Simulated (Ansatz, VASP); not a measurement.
## One calculation of Ir, two programs

INCAR

```
PREC = Accurate ; ENCUT = 520
EDIFF = 1E-6 ; ISMEAR = 0
SIGMA = 0.15 ; LREAL = False
LASPH = True ; NELM = 100
ALGO = Fast ; ISIF = 2
LWAVE = False ; LCHARG = True
GGA = PE ; LELF = True
LVHAR = True ; NBANDS = 10
```

The input KPOINTS:

```
regular mesh
0
Gamma
  22 22 22
```

POSCAR

```
Ir
1.0
   -0.0095985000      1.9197000000      1.9197000000
    1.9197000000     -0.0095985000      1.9197000000
    1.9101015000      1.9101015000      0.0000000000
Ir
1
Direct
    0.0000000000      0.0000000000      0.0000000000
```

Input for Ansatz:

```yaml
crystal:
  lattice:
    - [-0.0095985, 1.9197, 1.9197]
    - [1.9197, -0.0095985, 1.9197]
    - [1.9101015, 1.9101015, 0.0]
  atoms:
    - { symbol: Ir, position: [0.0, 0.0, 0.0] }
basis:
  ecutwfc: 420
kpoints:
  mp_grid: { grid: [22, 22, 22] }
hamiltonian:
  xc: pbe
scf:
  occupations: { method: gaussian, width: 0.15 }
output:
  forces: true
  stress: true
  eigenvalues: true
```

Change from the starting cell: strain -0.0100 x Voigt [0, 0, 0, 0, 0, 1], atoms carried along.

Alike in both runs: task single point; functional PBE; k mesh 22 × 22 × 22; occupations gaussian, width 0.15 eV; no spin polarisation.

```csv
,VASP,Ansatz
version,VASP 6.6.1,Ansatz 0.2.0
potentials or method,"VASP PAW PBE potentials, release 64 (Ir), cutoff 520 eV","scalar-relativistic, plane waves, PAW"
valence electrons in the cell,9,17
```

```tsv
	VASP	Ansatz	Ansatz less VASP
gap on the k mesh at the Fermi level (eV)	none	none	-
pressure (GPa)	9.7	9.2	-0.50
traceless stress, the component that is largest in VASP (GPa)	2.80	2.81	+0.006
```

A gap of «none» marks a metal or a gap that the smearing closes. VASP's potentials hold 9 valence electrons a cell and Ansatz's 17, so a difference there can come from the potentials and not from the codes.

Spin-orbit coupling is off throughout.
